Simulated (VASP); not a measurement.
# Sc (P6_3/mmc) in VASP: single point with r2SCAN

Aim: the single point of Sc with r2SCAN.

Program: VASP 6.6.1. These are calculated values, not measurements. Logs are shortened: lines on timing, memory, paths and dates and some standing lists are left out, and cuts for length are marked.

### 1 The cell of the first run

It takes space group P6_3/mmc (No. 194, hexagonal). Conventional cell: a = 4.145 Å, b = 4.145 Å, c = 6.840 Å, α = 90.00°, β = 90.00°, γ = 120.00°. Sc (site symmetry 3m) has 4 Sc at 2.54 to 2.56 Å within 3.4 Å.

### 2 Single point, r2SCAN

POSCAR

```
Sc
1.0
    4.1452812869      0.0000000000      0.0000000000
   -2.0726406435      3.5899189003      0.0000000000
    0.0000000000      0.0000000000      6.8397141235
Sc
4
Direct
    0.3333333333      0.6666666667      0.4375000000
    0.6666666667      0.3333333333      0.9375000000
    0.6666666667      0.3333333333      0.5625000000
    0.3333333333      0.6666666667      0.0625000000
```

INCAR.step1

```
SYSTEM = Sc
PREC = Accurate ; ENCUT = 520
ISMEAR = 0 ; SIGMA = 0.1
LREAL = .FALSE. ; LASPH = .TRUE.
NELM = 80 ; NBANDS = 30
GGA = PE ; ALGO = Normal
EDIFF = 1E-4 ; LWAVE = .TRUE.
LCHARG = .FALSE.
```

INCAR.step2

```
SYSTEM = Sc
PREC = Accurate ; ENCUT = 520
EDIFF = 1E-7 ; ISMEAR = 0
SIGMA = 0.1 ; LREAL = .FALSE.
LASPH = .TRUE. ; NELM = 80
ALGO = Normal ; ISIF = 2
LWAVE = .FALSE. ; LCHARG = .FALSE.
METAGGA = R2SCAN ; LMIXTAU = .TRUE.
NBANDS = 30 ; ISTART = 1
```

KPOINTS

```
regular mesh
0
G
  6 6 4
  0 0 0
```

Potentials or basis: VASP PAW PBE potentials, release 64 (Sc_sv).

The run is started by

```sh
> cat potpaw_PBE.64/Sc_sv/POTCAR > POTCAR
> cp INCAR.step1 INCAR
> mpirun -np 1 vasp_std > vasp.out
> cp INCAR.step2 INCAR
> mpirun -np 1 vasp_std > vasp.out
```

OUTCAR:

```text
SYSTEM = Sc
   PREC = Accurate
   ENCUT = 520
   EDIFF = 1E-7
   ISMEAR = 0
   LREAL = .FALSE.
   LASPH = .TRUE.
   NELM = 80
   ISIF = 2
   METAGGA = R2SCAN
   ISTART = 1

 ion  position               nearest neighbor table
   1  0.333  0.667  0.438-   3 2.54   3 2.54   3 2.54   4 2.56
   2  0.667  0.333  0.938-   4 2.54   4 2.54   4 2.54   3 2.56
   3  0.667  0.333  0.562-   1 2.54   1 2.54   1 2.54   2 2.56
   4  0.333  0.667  0.062-   2 2.54   2 2.54   2 2.54   1 2.56

  LATTYP: Found a hexagonal cell.
 ALAT       =     4.1452812869
 C/A-ratio  =     1.6500000000

  Lattice vectors:

 A1 = (   4.1452812869,   0.0000000000,   0.0000000000)
 A2 = (  -2.0726406435,   3.5899189003,   0.0000000000)
 A3 = (   0.0000000000,   0.0000000000,   6.8397141235)

Analysis of symmetry for initial positions (statically):
=====================================================================
 Subroutine PRICEL returns:
 Original cell was already a primitive cell.

 Routine SETGRP: Setting up the symmetry group for a
 hexagonal supercell.

 Subroutine GETGRP returns: Found 24 space group operations
 (whereof 12 operations were pure point group operations)
 out of a pool of 24 trial point group operations.

The static configuration has the point symmetry D_3d.
 The point group associated with its full space group is D_6h.

Analysis of symmetry for dynamics (positions and initial velocities):
=====================================================================
 Subroutine PRICEL returns:
 Original cell was already a primitive cell.

 Routine SETGRP: Setting up the symmetry group for a
 hexagonal supercell.

 Subroutine GETGRP returns: Found 24 space group operations
 (whereof 12 operations were pure point group operations)
 out of a pool of 24 trial point group operations.

The dynamic configuration has the point symmetry D_3d.
 The point group associated with its full space group is D_6h.

 Subroutine INISYM returns: Found 24 space group operations
 (whereof 12 operations are pure point group operations),
 and found     1 'primitive' translations

----------------------------------------------------------------------------------------

                                     Primitive cell

  volume of cell :     101.7833

  direct lattice vectors                    reciprocal lattice vectors
     4.145281287  0.000000000  0.000000000     0.241238153  0.139278912  0.000000000
    -2.072640644  3.589918900  0.000000000     0.000000000  0.278557825  0.000000000
     0.000000000  0.000000000  6.839714124     0.000000000  0.000000000  0.146204941

  length of vectors
     4.145281287  4.145281287  6.839714124     0.278557825  0.278557825  0.146204941

  position of ions in fractional coordinates (direct lattice)
     0.333333333  0.666666667  0.437500000
     0.666666667  0.333333333  0.937500000
     0.666666667  0.333333333  0.562500000
     0.333333333  0.666666667  0.062500000

  ion indices of the primitive-cell ions
   primitive index   ion index
                 1           1
                 2           2
                 3           3
                 4           4

----------------------------------------------------------------------------------------

 KPOINTS: regular mesh

Automatic generation of k-mesh.
 Grid dimensions read from file:
 generate k-points for:    6    6    4

 Generating k-lattice:

  Cartesian coordinates                     Fractional coordinates (reciprocal lattice)
     0.040206359  0.023213152  0.000000000     0.166666667 -0.000000000  0.000000000
     0.000000000  0.046426304  0.000000000     0.000000000  0.166666667  0.000000000
     0.000000000  0.000000000  0.036551235     0.000000000  0.000000000  0.250000000

  Length of vectors
     0.046426304  0.046426304  0.036551235

  Shift w.r.t. Gamma in fractional coordinates (k-lattice)
     0.000000000  0.000000000  0.000000000

 Subroutine IBZKPT returns following result:
 ===========================================

 Found     21 irreducible k-points:

 Following reciprocal coordinates:
            Coordinates               Weight
  0.000000  0.000000  0.000000      1.000000
  0.166667  0.000000  0.000000      6.000000
  0.333333  0.000000  0.000000      6.000000
  0.500000  0.000000  0.000000      3.000000
  0.166667  0.166667  0.000000      6.000000
  0.333333  0.166667  0.000000     12.000000
[... 13 lines left out ...]
  0.333333  0.166667  0.500000     12.000000
  0.333333  0.333333  0.500000      2.000000
   k-points           NKPTS =     21   k-points in BZ     NKDIM =     21   number of bands    NBANDS=     30
   number of dos      NEDOS =    301   number of ions     NIONS =      4
   total plane-waves  NPLWV =  55296
   dimension x,y,z NGX =    32 NGY =   32 NGZ =   54
   dimension x,y,z NGXF=    64 NGYF=   64 NGZF=  108
   ions per type =               4
   NGX,Y,Z   is equivalent  to a cutoff of  12.83, 12.83, 13.13 a.u.
   NGXF,Y,Z  is equivalent  to a cutoff of  25.67, 25.67, 26.25 a.u.
 SYSTEM =  Sc
   PREC   = accura    normal or accurate (medium, high low for compatibility)
   ISTART =      1    job   : 0-new  1-cont  2-samecut
   ICHARG =      0    charge: 1-file 2-atom 10-const
   ISPIN  =      1    spin polarized calculation?
   LNONCOLLINEAR =      F non collinear calculations
   LSORBIT =      F    spin-orbit coupling
   LASPH  =      T    aspherical Exc in radial PAW
   ENCUT  =  520.0 eV  38.22 Ry    6.18 a.u.   7.71  7.71 12.72*2*pi/ulx,y,z
   NELM   =     80;   NELMIN=  2; NELMDL=  0     # of ELM steps
   EDIFF  = 0.1E-06   stopping-criterion for ELM
   LREAL  =      F    real-space projection
   EDIFFG = 0.1E-05   stopping-criterion for IOM
   NSW    =      0    number of steps for IOM
   IBRION =     -1    ionic relax: 0-MD 1-quasi-New 2-CG
   NFREE  =      0    steps in history (QN), initial steepest desc. (CG)
   ISIF   =      2    stress and relaxation
   ISYM   =      2    0-nonsym 1-usesym 2-fastsym
   POTIM  = 0.5000    time-step for ionic-motion
   TEBEG  =    0.0;   TEEND  =   0.0 temperature during run
   PSTRESS=    0.0 pullay stress
   NELECT =      44.0000    total number of electrons
   NUPDOWN=      -1.0000    fix difference up-down
   EMIN   =  10.00;   EMAX   =-10.00  energy-range for DOS
   EFERMI =   0.00;   METHOD = LEGACY
   ISMEAR =     0;   SIGMA  =   0.10  broadening in eV -4-tet -1-fermi 0-gaus
   EFERMI_NEDOS =   21; number of points for ismear=-14 and -15
   IALGO  =     38    algorithm
   IMIX   =      4    mixing-type and parameters
     AMIX     =   0.40;   BMIX     =  1.00
     AMIX_MAG =   1.60;   BMIX_MAG =  1.00
  volume/ion in A,a.u.               =      25.45       171.72
  Fermi-wavevector in a.u.,A,eV,Ry     =   1.237847  2.339191 20.847723  1.532264
  Thomas-Fermi vector in A             =   2.372397
   LORBIT       =      0    0 simple, 1 ext, 2 COOP (PROOUT), +10 PAW based schemes
   METAGGA = R2SCAN    functional components
   LHFCALC =     F    Hartree Fock is set to
   AEXX    =    0.0000 exact exchange contribution
   IVDW    =     0    specifies the selected vdW correction
   LEPSILON=     F    determine dielectric tensor
   LRPA    =     F    only Hartree local field effects (RPA)
 non-spin polarized calculation
 Gauss-broadening in eV      SIGMA  =   0.10
  energy-cutoff  :      520.00
  volume of cell :      101.78
 maximum number of plane-waves:      2767
 NGX is ok and might be reduce to    32
   NGX = 15   NGY = 15   NGZ = 25

 number of electron      43.9999997 magnetization

 Free energy of the ion-electron system (eV)
  ---------------------------------------------------
  ext. energy  EPLUGINS =         0.00000000
  ---------------------------------------------------
  free energy    TOTEN  =       -36.89197143 eV

  energy without entropy =      -36.86340931  energy(sigma->0) =      -36.87769037

 E-fermi :   3.5349     XC(G=0): -10.2123

 val. band max:        3.5096990604   @ k =   0.3333   0.3333   0.5000
 cond. band min:       3.5879983745   @ k =   0.0000   0.0000   0.2500
 fundamental gap:      0.0782993141
 Fermi energy:         3.5349374368

 k-point     1 :       0.0000    0.0000    0.0000
  band No.  band energies     occupation
      1     -48.5582      2.00000
      2     -48.4189      2.00000
      3     -48.1002      2.00000
      4     -47.9564      2.00000
      5     -26.5674      2.00000
      6     -26.5674      2.00000
[... 22 lines left out ...]
     29       4.4456      0.00000
     30       5.3836      0.00000

 k-point     2 :       0.1667    0.0000    0.0000
  band No.  band energies     occupation
      1     -48.5315      2.00000
      2     -48.3920      2.00000
      3     -48.1276      2.00000
      4     -47.9842      2.00000
      5     -26.6685      2.00000
      6     -26.5988      2.00000
[... 22 lines left out ...]
     29       4.6841      0.00000
     30       4.8127      0.00000

 k-point     3 :       0.3333    0.0000    0.0000
  band No.  band energies     occupation
      1     -48.4624      2.00000
      2     -48.3224      2.00000
      3     -48.1981      2.00000
      4     -48.0555      2.00000
      5     -26.7319      2.00000
      6     -26.6561      2.00000
[... 22 lines left out ...]
     29       4.9906      0.00000
     30       5.2024      0.00000

 k-point     4 :       0.5000    0.0000    0.0000
  band No.  band energies     occupation
      1     -48.4068      2.00000
      2     -48.2664      2.00000
      3     -48.2543      2.00000
      4     -48.1124      2.00000
      5     -26.7438      2.00000
      6     -26.6827      2.00000
[... 517 lines left out ...]
     29       4.8135      0.00000
     30       4.8135      0.00000

 k-point    20 :       0.3333    0.1667    0.5000
  band No.  band energies     occupation
      1     -48.3640      2.00000
      2     -48.3640      2.00000
      3     -48.1560      2.00000
      4     -48.1560      2.00000
      5     -26.6694      2.00000
      6     -26.6694      2.00000
[... 22 lines left out ...]
     29       4.6384      0.00000
     30       4.6384      0.00000

 k-point    21 :       0.3333    0.3333    0.5000
  band No.  band energies     occupation
      1     -48.3305      2.00000
      2     -48.3305      2.00000
      3     -48.1899      2.00000
      4     -48.1899      2.00000
      5     -26.6993      2.00000
      6     -26.6993      2.00000
[... 22 lines left out ...]
     29       5.1108      0.00000
     30       5.1108      0.00000

------------------------ aborting loop because EDIFF is reached ----------------------------------------

  FORCE on cell =-STRESS in cart. coord.  units (eV):
  Direction    XX          YY          ZZ          XY          YZ          ZX
  --------------------------------------------------------------------------------------
  -------------------------------------------------------------------------------------
  Total        2.1850136      2.1850136      0.1566637     -0.0000000      0.0000000      0.0000000
  in kB       34.3944312     34.3944312      2.4660524     -0.0000000      0.0000000      0.0000000
  external PRESSURE =      23.7516383 kB  Pullay stress =       0.0000000 kB

 VOLUME and BASIS-vectors are now :
 -----------------------------------------------------------------------------
  energy-cutoff  :      520.00
  volume of cell :      101.78
      direct lattice vectors                 reciprocal lattice vectors
     4.145281287  0.000000000  0.000000000     0.241238153  0.139278912  0.000000000
    -2.072640644  3.589918900  0.000000000     0.000000000  0.278557825  0.000000000
     0.000000000  0.000000000  6.839714124     0.000000000  0.000000000  0.146204941

 POSITION                                       TOTAL-FORCE (eV/Angst)
 -----------------------------------------------------------------------------------
     -0.00000      2.39328      2.99237        -0.000000      0.000000      0.328535
      2.07264      1.19664      6.41223        -0.000000     -0.000000      0.328535
      2.07264      1.19664      3.84734         0.000000     -0.000000     -0.328535
     -0.00000      2.39328      0.42748        -0.000000      0.000000     -0.328535
 -----------------------------------------------------------------------------------
    total drift:                               -0.000000     -0.000000     -0.000000

  FREE ENERGIE OF THE ION-ELECTRON SYSTEM (eV)
  ---------------------------------------------------
  free  energy   TOTEN  =       -36.8919714321 eV

  energy  without entropy=      -36.8634093066  energy(sigma->0) =      -36.87769037
```

It took 3.9 min on 1 thread of Intel Xeon 6975P-C (Granite Rapids), shared host; peak memory 0.24 GiB.

What came out:

```yaml
Free_energy: -36.8920 eV
Pressure: 2.4 GPa
Largest_force: 0.329 eV/Å
Band_gap_on_the_k_mesh: zero (band 22 reaches 3.73 eV, above the bottom of band 23 at 3.20 eV)
```

Forces on the atoms (eV/Å):
```
Sc   0.000  0.000  0.329
Sc   0.000  0.000  0.329
Sc   0.000  0.000 -0.329
Sc   0.000  0.000 -0.329
```

Caveat: the PAW data sets were made with another functional, which shifts forces and pressure a little.
